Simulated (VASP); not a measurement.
Input of a VASP 6.6.1 run:

Contents of INCAR:

```
SYSTEM = PdAu3
PREC = Accurate
ENCUT = 500
EDIFF = 1E-6
ISMEAR = -1
SIGMA = 0.1
LREAL = .False.
LASPH = .True.
NELM = 120
ALGO = Normal
ISIF = 2
LWAVE = .False.
LCHARG = .True.
GGA = CA
LELF = .True.
LVHAR = .True.
NBANDS = 30
GGA_COMPAT = .False.
```

KPOINTS

```
regular mesh
0
Gamma
  6 6 6
  0 0 0
```

Contents of POSCAR:

```
PdAu3
1.0
    4.0710830000      0.0000000000      0.0000000000
    0.0000000000      4.0710830000      0.0000000000
    0.0000000000      0.0000000000      4.0710830000
Pd Au
1 3
Direct
    0.0000000000      0.0000000000      0.0000000000
    0.0000000000      0.5000000000      0.5000000000
    0.5000000000      0.0000000000      0.5000000000
    0.5000000000      0.5000000000      0.0000000000
```

Potentials or basis: VASP PAW LDA potentials, release 64 (Pd, Au).

Launch:

```console
$ cat potpaw_LDA.64/Pd/POTCAR potpaw_LDA.64/Au/POTCAR > POTCAR
$ mpirun -np 1 vasp_std > vasp.out
```

Problem. Predict the band gap on the k mesh.

Solution. Zero (an odd number of electrons rules out a gap without spin polarisation).

Problem. Predict the pressure.

Solution. -9.7 GPa.

Caveat: the cell stands under tension; spin-orbit coupling is left out, which moves the levels of the heavy elements.
